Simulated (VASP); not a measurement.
# TiC (rocksalt type) (Fm-3m) in VASP: a series of runs

TiC (rocksalt type) is run at these levels: PBE; tasks: single point, relaxation of cell and atoms.

All numbers are computed with VASP 6.6.1; they aren't measurements. Logs are shortened: lines on timing, memory, paths and dates and some standing lists are left out, and cuts for length are marked.

## (1) The cell of the first run

It takes space group Fm-3m (No. 225, cubic). The conventional cell has a = 4.333 Å, b = 4.333 Å, c = 4.333 Å, α = 90.00°, β = 90.00°, γ = 90.00°. Ti (site symmetry m-3m) has 6 C at 2.17 Å within 2.9 Å. Within 2.9 Å of C (site symmetry m-3m) lie 6 Ti at 2.17 Å.

## (2) Single point, PBE, collinear spin, zero start

Contents of INCAR:

```
SYSTEM = TiC
ALGO = Normal ; EDIFF = 1E-7
ENCUT = 520 ; GGA = PE
ISIF = 2 ; ISMEAR = -1
ISPIN = 2 ; LASPH = .True.
LCHARG = .False. ; LMAXMIX = 4
LORBIT = 11 ; LREAL = .False.
LWAVE = .False. ; MAGMOM = 0 0
NBANDS = 19 ; NELM = 150
PREC = Accurate ; SIGMA = 0.025
```

Contents of KPOINTS:

```
k-points
0
Gamma
  15 15 15
  0 0 0
```

Contents of POSCAR:

```
TiC
1.0
    0.0000000000      2.1663328179      2.1663328179
    2.1663328179      0.0000000000      2.1663328179
    2.1663328179      2.1663328179      0.0000000000
Ti C
1 1
Direct
    0.0000000000      0.0000000000      0.0000000000
    0.5000000000      0.5000000000      0.5000000000
```

Potentials or basis: VASP PAW PBE potentials, release 64 (Ti_sv, C).

Started as:

```
$ cat potpaw_PBE.64/Ti_sv/POTCAR potpaw_PBE.64/C/POTCAR > POTCAR
$ mpirun -np 1 vasp_std > vasp.out
```

OUTCAR:

```text
SYSTEM = TiC
   EDIFF = 1E-7
   ENCUT = 520
   GGA = PE
   ISIF = 2
   ISMEAR = -1
   ISPIN = 2
   LASPH = .True.
   LORBIT = 11
   LREAL = .False.
   NELM = 150
   PREC = Accurate

 ion  position               nearest neighbor table
   1  0.000  0.000  0.000-   2 2.17   2 2.17   2 2.17   2 2.17   2 2.17   2 2.17
   2  0.500  0.500  0.500-   1 2.17   1 2.17   1 2.17   1 2.17   1 2.17   1 2.17

  LATTYP: Found a face centered cubic cell.
 ALAT       =     4.3326656358

  Lattice vectors:

 A1 = (   0.0000000000,   2.1663328179,   2.1663328179)
 A2 = (   2.1663328179,   0.0000000000,   2.1663328179)
 A3 = (   2.1663328179,   2.1663328179,   0.0000000000)

Analysis of symmetry for initial positions (statically):
=====================================================================
 Subroutine PRICEL returns:
 Original cell was already a primitive cell.

 Routine SETGRP: Setting up the symmetry group for a
 face centered cubic supercell.

 Subroutine GETGRP returns: Found 48 space group operations
 (whereof 48 operations were pure point group operations)
 out of a pool of 48 trial point group operations.

The static configuration has the point symmetry O_h .

Analysis of symmetry for dynamics (positions and initial velocities):
=====================================================================
 Subroutine PRICEL returns:
 Original cell was already a primitive cell.

 Routine SETGRP: Setting up the symmetry group for a
 face centered cubic supercell.

 Subroutine GETGRP returns: Found 48 space group operations
 (whereof 48 operations were pure point group operations)
 out of a pool of 48 trial point group operations.

The dynamic configuration has the point symmetry O_h .

Analysis of structural, dynamic, and magnetic symmetry:
=====================================================================
 Subroutine PRICEL returns:
 Original cell was already a primitive cell.

 Routine SETGRP: Setting up the symmetry group for a
 face centered cubic supercell.

 Subroutine GETGRP returns: Found 48 space group operations
 (whereof 48 operations were pure point group operations)
 out of a pool of 48 trial point group operations.

The overall configuration has the point symmetry O_h .

 Subroutine INISYM returns: Found 48 space group operations
 (whereof 48 operations are pure point group operations),
 and found     1 'primitive' translations

----------------------------------------------------------------------------------------

                                     Primitive cell
[... 114 lines left out ...]
  Thomas-Fermi vector in A             =   2.621463
   LORBIT       =     11    0 simple, 1 ext, 2 COOP (PROOUT), +10 PAW based schemes
   GGA     = PE    functional components
   LHFCALC =     F    Hartree Fock is set to
   AEXX    =    0.0000 exact exchange contribution
   IVDW    =     0    specifies the selected vdW correction
   LEPSILON=     F    determine dielectric tensor
   LRPA    =     F    only Hartree local field effects (RPA)
 spin polarized calculation
  energy-cutoff  :      520.00
  volume of cell :       20.33
 maximum number of plane-waves:       560
   NGX = 11   NGY = 11   NGZ = 11

 number of electron      16.0000000 magnetization       0.0000060

 number of electron      16.0000000 magnetization      -0.0000002

 Free energy of the ion-electron system (eV)
  ---------------------------------------------------
  ext. energy  EPLUGINS =         0.00000000
  ---------------------------------------------------
  free energy    TOTEN  =       -18.70889303 eV

  energy without entropy =      -18.70796233  energy(sigma->0) =      -18.70842768

 E-fermi :   9.3855     XC(G=0): -12.6934

 val. band max:        9.3847025578   @ k =   0.3333   0.2667   0.0000
 cond. band min:       9.3910907073   @ k =   0.4000   0.3333   0.0000
 fundamental gap:      0.0063881495
 Fermi energy:         9.3855261820

 spin component 1

 k-point     1 :       0.0000    0.0000    0.0000
  band No.  band energies     occupation
      1     -47.1881      1.00000
      2     -23.2127      1.00000
      3     -23.2127      1.00000
      4     -23.2127      1.00000
      5      -2.9906      1.00000
      6      10.0962      0.00000
[... 517 lines left out ...]
     18      29.5604      0.00000
     19      31.3166      0.00000

 [... further k-points ...]

 spin component 2

 k-point     1 :       0.0000    0.0000    0.0000
  band No.  band energies     occupation
      1     -47.1881      1.00000
      2     -23.2127      1.00000
      3     -23.2127      1.00000
      4     -23.2127      1.00000
      5      -2.9906      1.00000
      6      10.0962      0.00000
[... 517 lines left out ...]
     18      29.5604      0.00000
     19      31.3166      0.00000

 [... further k-points ...]

------------------------ aborting loop because EDIFF is reached ----------------------------------------

  FORCE on cell =-STRESS in cart. coord.  units (eV):
  Direction    XX          YY          ZZ          XY          YZ          ZX
  --------------------------------------------------------------------------------------
  -------------------------------------------------------------------------------------
  Total        0.0336426      0.0336426      0.0336426      0.0000000     -0.0000000      0.0000000
  in kB        2.6509105      2.6509105      2.6509105      0.0000000     -0.0000000      0.0000000
  external PRESSURE =       2.6509105 kB  Pullay stress =       0.0000000 kB

 VOLUME and BASIS-vectors are now :
 -----------------------------------------------------------------------------
  energy-cutoff  :      520.00
  volume of cell :       20.33
      direct lattice vectors                 reciprocal lattice vectors
     0.000000000  2.166332818  2.166332818    -0.230804794  0.230804794  0.230804794
     2.166332818  0.000000000  2.166332818     0.230804794 -0.230804794  0.230804794
     2.166332818  2.166332818  0.000000000     0.230804794  0.230804794 -0.230804794

 POSITION                                       TOTAL-FORCE (eV/Angst)
 -----------------------------------------------------------------------------------
      0.00000      0.00000      0.00000         0.000000      0.000000      0.000000
      2.16633      2.16633      2.16633         0.000000     -0.000000     -0.000000
 -----------------------------------------------------------------------------------
    total drift:                                0.000000     -0.000000     -0.000000

  FREE ENERGIE OF THE ION-ELECTRON SYSTEM (eV)
  ---------------------------------------------------
  free  energy   TOTEN  =       -18.7088930313 eV

  energy  without entropy=      -18.7079623294  energy(sigma->0) =      -18.70842768

 total charge

# of ion       s       p       d       tot
------------------------------------------
    1        2.198   6.246   1.951  10.395
    2        0.896   1.504   0.000   2.400
--------------------------------------------------
tot          3.095   7.750   1.951  12.795

 magnetization (x)

# of ion       s       p       d       tot
------------------------------------------
    1       -0.000  -0.000   0.000   0.000
    2        0.000  -0.000   0.000  -0.000
--------------------------------------------------
tot         -0.000  -0.000   0.000  -0.000
```

Run time: 63 s. Hardware: 1 thread of Intel Xeon 6975P-C, shared host; peak memory 0.2 GiB.

Results:

```yaml
Free_energy: -18.7089 eV
Pressure: 0.3 GPa
Band_gap_on_the_k_mesh: zero (filled and empty bands overlap)
Net_moment: 0.00 μB per cell
Valence_electrons_inside_the_program's_atomic_spheres: Ti 10.39; C 2.40
```

Levels at points of the mesh, in eV from the Fermi level:
Spin up:
```tsv
k point	band 6	band 7	band 8	band 9	band 10	band 11
(0.00, 0.00, 0.00)	0.71	0.71	0.71	1.69	1.69	1.69
```
Spin down:
```csv
k point,band 6,band 7,band 8,band 9,band 10,band 11
"(0.00, 0.00, 0.00)",0.71,0.71,0.71,1.69,1.69,1.69
```

## (3) Relaxation of cell and atoms, PBE

This run uses another cell than the first one, of 10.00 Å³/atom, 0.984 times its volume.

Contents of INCAR:

```
ALGO = Normal
EDIFF = 1E-6
EDIFFG = -0.005
ENCUT = 600
GGA = PE
IBRION = 2
ISIF = 3
ISMEAR = -1
LASPH = True
LCHARG = False
LREAL = False
LWAVE = False
NELM = 60
NSW = 60
PREC = Accurate
SIGMA = 0.05
```

Contents of KPOINTS:

```
k-points
0
Gamma
  15 15 15
```

Contents of POSCAR:

```
TiC
1.0
    0.0000000000      2.1544346900      2.1544346900
    2.1544346900      0.0000000000      2.1544346900
    2.1544346900      2.1544346900      0.0000000000
Ti C
1 1
Direct
    0.0000000000      0.0000000000      0.0000000000
    0.5000000000      0.5000000000      0.5000000000
```

Potentials or basis: VASP PAW PBE potentials, release 64 (Ti_sv, C).

Started as:

```
$ cat potpaw_PBE.64/Ti_sv/POTCAR potpaw_PBE.64/C/POTCAR > POTCAR
$ mpirun -np 1 vasp_std > vasp.out
```

OUTCAR:

```text
EDIFF = 1E-6
   EDIFFG = -0.005
   ENCUT = 600
   GGA = PE
   IBRION = 2
   ISIF = 3
   ISMEAR = -1
   LASPH = True
   LREAL = False
   NELM = 60
   NSW = 60
   PREC = Accurate

 ion  position               nearest neighbor table
   1  0.000  0.000  0.000-   2 2.15   2 2.15   2 2.15   2 2.15   2 2.15   2 2.15
   2  0.500  0.500  0.500-   1 2.15   1 2.15   1 2.15   1 2.15   1 2.15   1 2.15

  LATTYP: Found a face centered cubic cell.
 ALAT       =     4.3088693800

  Lattice vectors:

 A1 = (   0.0000000000,   2.1544346900,   2.1544346900)
 A2 = (   2.1544346900,   0.0000000000,   2.1544346900)
 A3 = (   2.1544346900,   2.1544346900,   0.0000000000)

Analysis of symmetry for initial positions (statically):
=====================================================================
 Subroutine PRICEL returns:
 Original cell was already a primitive cell.

 Routine SETGRP: Setting up the symmetry group for a
 face centered cubic supercell.

 Subroutine GETGRP returns: Found 48 space group operations
 (whereof 48 operations were pure point group operations)
 out of a pool of 48 trial point group operations.

The static configuration has the point symmetry O_h .

Analysis of symmetry for dynamics (positions and initial velocities):
=====================================================================
 Subroutine PRICEL returns:
 Original cell was already a primitive cell.

 Routine SETGRP: Setting up the symmetry group for a
 face centered cubic supercell.

 Subroutine GETGRP returns: Found 48 space group operations
 (whereof 48 operations were pure point group operations)
 out of a pool of 48 trial point group operations.

The dynamic configuration has the point symmetry O_h .

 Subroutine INISYM returns: Found 48 space group operations
 (whereof 48 operations are pure point group operations),
 and found     1 'primitive' translations

[... 135 lines left out ...]

 Free energy of the ion-electron system (eV)
  ---------------------------------------------------
  ext. energy  EPLUGINS =         0.00000000
  ---------------------------------------------------
  free energy    TOTEN  =       -18.70552899 eV

  energy without entropy =      -18.70269194  energy(sigma->0) =      -18.70411047

------------------------ aborting loop because EDIFF is reached ----------------------------------------

  FORCE on cell =-STRESS in cart. coord.  units (eV):
  Direction    XX          YY          ZZ          XY          YZ          ZX
  --------------------------------------------------------------------------------------
  -------------------------------------------------------------------------------------
  Total        0.5507793      0.5507793      0.5507793      0.0000000      0.0000000      0.0000000
  in kB       44.1223024     44.1223024     44.1223024      0.0000000      0.0000000      0.0000000
  external PRESSURE =      44.1223024 kB  Pullay stress =       0.0000000 kB
[... 59 lines left out ...]
--------------------------------------- Ionic step        3  -------------------------------------------

 number of electron      16.0000000 magnetization

 Free energy of the ion-electron system (eV)
  ---------------------------------------------------
  ext. energy  EPLUGINS =         0.00000000
  ---------------------------------------------------
  free energy    TOTEN  =       -18.71025312 eV

  energy without entropy =      -18.70735427  energy(sigma->0) =      -18.70880370

 E-fermi :   9.3831     XC(G=0): -12.6894

 val. band max:        9.3818619724   @ k =   0.4000   0.3333   0.0000
 cond. band min:       9.4426207983   @ k =   0.0667   0.0667   0.0000
 fundamental gap:      0.0607588259
 Fermi energy:         9.3831104611

 k-point     1 :       0.0000    0.0000    0.0000
  band No.  band energies     occupation
      1     -47.1999      2.00000
      2     -23.2254      2.00000
      3     -23.2254      2.00000
      4     -23.2254      2.00000
      5      -2.9954      2.00000
      6      10.0865      0.00000
      7      10.0865      0.00000
      8      10.0865      0.00000
      9      11.0684      0.00000
     10      11.0684      0.00000
     11      11.0684      0.00000
     12      11.1028      0.00000
[... 331 lines left out ...]
 k-point    24 :       0.2000    0.1333    0.0000
  band No.  band energies     occupation
      1     -47.1744      2.00000
      2     -23.3612      2.00000
      3     -23.2665      2.00000
      4     -23.2612      2.00000
      5      -2.1709      2.00000
      6       7.1929      2.00000
      7       8.7055      2.00000
      8       8.9789      1.99938
      9       9.8226      0.00030
     10      11.3137      0.00000
     11      12.4921      0.00000
     12      12.8812      0.00000

 [... further k-points ...]

------------------------ aborting loop because EDIFF is reached ----------------------------------------

  FORCE on cell =-STRESS in cart. coord.  units (eV):
  Direction    XX          YY          ZZ          XY          YZ          ZX
  --------------------------------------------------------------------------------------
  -------------------------------------------------------------------------------------
  Total       -0.0032604     -0.0032604     -0.0032604      0.0000000     -0.0000000     -0.0000000
  in kB       -0.2567140     -0.2567140     -0.2567140      0.0000000     -0.0000000     -0.0000000
  external PRESSURE =      -0.2567140 kB  Pullay stress =       0.0000000 kB
[... 17 lines left out ...]
  FREE ENERGIE OF THE ION-ELECTRON SYSTEM (eV)
  ---------------------------------------------------
  free  energy   TOTEN  =       -18.7102531232 eV

  energy  without entropy=      -18.7073542689  energy(sigma->0) =      -18.70880370

 reached required accuracy - stopping structural energy minimisation
```

OSZICAR:

```text
N       E                     dE             d eps       ncg     rms          rms(c)
DAV:   1     0.128671341426E+03    0.12867E+03   -0.93508E+03  2880   0.177E+03
DAV:   2    -0.130405294326E+02   -0.14171E+03   -0.13501E+03  3004   0.405E+02
DAV:   3    -0.237187007389E+02   -0.10678E+02   -0.10227E+02  3832   0.104E+02
[... 32 lines left out ...]
DAV:   6    -0.187101407055E+02   -0.53563E-03   -0.12726E-03  4000   0.188E-01    0.608E-02
DAV:   7    -0.187102469998E+02   -0.10629E-03   -0.14806E-04  3332   0.120E-01    0.440E-03
DAV:   8    -0.187102513235E+02   -0.43236E-05   -0.27439E-05  3884   0.375E-02    0.589E-03
DAV:   9    -0.187102527731E+02   -0.14496E-05   -0.17735E-06  2432   0.129E-02    0.107E-03
DAV:  10    -0.187102531232E+02   -0.35010E-06   -0.50773E-07  1628   0.523E-03
   3 F= -.18710253E+02 E0= -.18708804E+02  d E =-.472413E-02
```

CONTCAR:

```text
TiC
   1.00000000000000
     0.0000000000000000    2.1668776215912851    2.1668776215912851
     2.1668776215912851    0.0000000000000000    2.1668776215912851
     2.1668776215912851    2.1668776215912851    0.0000000000000000
  Ti              C
     1     1
Direct
     0.0000000000000000    0.0000000000000000    0.0000000000000000
     0.5000000000000000    0.5000000000000000    0.5000000000000000

  0.00000000E+00  0.00000000E+00  0.00000000E+00
  0.00000000E+00  0.00000000E+00  0.00000000E+00
```

Wall time 52 s (1 thread of Intel Xeon 6975P-C, shared host); peak memory 0.17 GiB.

What came out:

* Free energy: -18.7103 eV
* Relaxed volume: 10.17 Å³/atom
* Relaxed cell: a = 3.064 Å, b = 3.064 Å, c = 3.064 Å, α = 60.00°, β = 60.00°, γ = 60.00°
* Space group after relaxing (to 0.05 Å): Fm-3m (No. 225)
* Energy gained by relaxing: 2.4 meV/atom
* Ionic steps: 3
* Pressure after relaxing: 0.0 GPa
* Band gap on the k mesh: zero (band 8 reaches 10.09 eV, above the bottom of band 9 at 8.98 eV)

The path:
| step | energy change (eV) | largest force (eV/Å) | pressure (GPa) | volume (Å³) |
| --- | --- | --- | --- | --- |
| 1 | 0.0000 | 0.0000 | 4.41 | 20.00 |
| 2 | 0.0031 | 0.0000 | -5.30 | 20.81 |
| 3 | -0.0047 | 0.0000 | -0.03 | 20.35 |

Final structure:
```xyz
2
Lattice="0.0000 2.1669 2.1669 2.1669 0.0000 2.1669 2.1669 2.1669 0.0000" Properties=species:S:1:pos:R:3 pbc="T T T"
Ti    0.0000    0.0000    0.0000
C     2.1669    2.1669    2.1669
```

Levels at points of the mesh, in eV from the Fermi level:
```csv
k point,band 4,band 5,band 6,band 7,band 8,band 9,band 10,band 11,band 12
"(0.00, 0.00, 0.00)",-32.61,-12.38,0.70,0.70,0.70,1.69,1.69,1.69,1.72
```
